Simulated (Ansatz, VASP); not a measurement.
MnSb in VASP and in Ansatz

File INCAR:

```
PREC = Accurate
ENCUT = 680
EDIFF = 1E-6
ISMEAR = -1
SIGMA = 0.05
LREAL = F
LASPH = T
NELM = 200
ALGO = Normal
ISIF = 2
LWAVE = F
LCHARG = F
ISPIN = 2
MAGMOM = 0 8
LORBIT = 11
NUPDOWN = 8.0
LMAXMIX = 4
GGA = PE
NBANDS = 26
GGA_COMPAT = F
```

File KPOINTS:

```
regular mesh
0
Gamma
  7 7 7
```

Contents of POSCAR:

```
MnSb
1.0
    0.0000000000      2.7950160000      2.7950160000
    2.7950160000      0.0000000000      2.7950160000
    2.7950160000      2.7950160000      0.0000000000
Sb Mn
1 1
Direct
    0.5000000000      0.5000000000      0.5000000000
    0.0000000000      0.0000000000      0.0000000000
```

input.yaml

```yaml
crystal:
  lattice:
    - [0.0, 2.795016, 2.795016]
    - [2.795016, 0.0, 2.795016]
    - [2.795016, 2.795016, 0.0]
  atoms:
    - { symbol: Sb, position: [0.5, 0.5, 0.5] }
    - { symbol: Mn, position: [0.0, 0.0, 0.0], spin: 8.0 }
hamiltonian:
  xc: pbe
  pseudopotentials: { kind: paw }
magnetization:
  spin_polarized: true
  initial_magnetization: 8.0
  spin_locking: { lock_magnetization: hard }
kpoints:
  mp_grid: { grid: [7, 7, 7] }
scf:
  occupations: { method: fermi_dirac, width: 0.05 }
  lower_state_search: "off"
output:
  forces: true
  stress: true
  eigenvalues: true
```

Alike in both runs: task single point; functional PBE; k mesh 7 × 7 × 7; occupations fermi-dirac, width 0.05 eV; collinear spin; fixed moment 8 μB.

```csv
,VASP,Ansatz
version,VASP 6.6.1,Ansatz 0.2.0
potentials or method,"VASP PAW PBE potentials, release 64 (Sb_d_GW, Mn_sv)",Ansatz PAW
plane-wave cutoff (eV),680,420
valence electrons in the cell,30,30
```

|  | VASP | Ansatz | Ansatz less VASP |
| --- | --- | --- | --- |
| net moment per atom (μB) | 4.00 | 4.00 | 0.000 |
| size of the moment on the site where the two differ most (μB) | 4.58 | 5.13 | +0.554 |

Site moments also hang on the region over which each program counts them.

Spin-orbit coupling is off throughout.
